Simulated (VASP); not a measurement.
Input of a VASP 6.6.1 run:

File INCAR:

```
PREC     = Accurate       # precision mode
ENCUT    = 520            # plane-wave cutoff, eV
EDIFF    = 1E-6           # SCF threshold, eV
ISMEAR   = 0              # smearing method
SIGMA    = 0.1            # smearing width, eV
LREAL    = F              # projectors in reciprocal space
LASPH    = T              # aspherical terms in the spheres
NELM     = 80             # most SCF steps
ALGO     = Normal         # electronic algorithm
ISIF     = 2              # what is computed and relaxed
LWAVE    = F              # write WAVECAR
LCHARG   = F              # write CHGCAR
GGA      = PE             # functional
NBANDS   = 27             # bands
```

Contents of KPOINTS:

```
regular mesh
0
Gamma
  18 18 6
```

The input POSCAR:

```
ZrF
1.0
    3.1419820017      0.0000000000      0.0000000000
   -1.5709910008      2.7210362317      0.0000000000
    0.0000000000      0.0000000000      7.6252390785
Zr F
2 2
Direct
    0.3333333333      0.6666666667      0.0434986545
    0.6666666667      0.3333333333      0.5434986545
    0.3333333333      0.6666666667      0.3386013455
    0.6666666667      0.3333333333      0.8386013455
```

Potentials or basis: VASP PAW PBE potentials, release 64 (Zr_sv, F).

Launch:

```bash
$ cat potpaw_PBE.64/Zr_sv/POTCAR potpaw_PBE.64/F/POTCAR > POTCAR
$ mpirun -np 1 vasp_std > vasp.out
```

(1) Predict the band gap on the k mesh.

(2) Predict the pressure.

Answers

(1) zero (band 19 reaches 9.04 eV, above the bottom of band 20 at 7.69 eV).

(2) 0.0 GPa.
